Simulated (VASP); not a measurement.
Crystal: BN.

```
B N
1.0
     2.39703    0.00000    0.00000
    -1.19851    2.15498    0.00000
     0.00000    0.00000    6.49527
B N
2 2
Direct
  0.33333 0.66667 0.25000
  0.66667 0.33333 0.75000
  0.33333 0.66667 0.75000
  0.66667 0.33333 0.25000
```

This cell differs from its parent crystal: normal strain along x -0.0367, normal strain along z +0.0000.

```yaml
Program: VASP 6.6.1
Task: relaxation of the atoms
Functional: LDA
Potentials_or_basis: VASP PAW LDA potentials, release 64 (B, N)
Cutoff: 520 eV
k_mesh: 12 × 12 × 4
Occupations: gaussian, width 0.05 eV
Spin: no spin polarisation
```

At the start: pressure 16.4 GPa; volume 8.39 Å³/atom.

Q: How do energy, volume and symmetry change on relaxing?

A: Over 3 steps the energy falls by 2.2 meV/atom at a fixed cell; space group Cmcm (No. 63, to 0.1 Å) before and after.

The path:
| step | energy change (eV) | largest force (eV/Å) | pressure (GPa) |
| --- | --- | --- | --- |
| 1 | 0.0000 | 0.6465 | 16.41 |
| 2 | 0.1118 | 2.5354 | 16.44 |
| 3 | -0.0087 | 0.0035 | 16.10 |

Final structure:
```
B N
1.0
     2.39703    0.00000    0.00000
    -1.19851    2.15498    0.00000
     0.00000    0.00000    6.49527
B N
2 2
Direct
  0.33489 0.66977 0.25000
  0.66512 0.33023 0.75000
  0.33490 0.66980 0.75000
  0.66510 0.33020 0.25000
```

Caveat: the cell differs from its parent crystal (normal strain along x -0.0367, normal strain along z +0.0000).
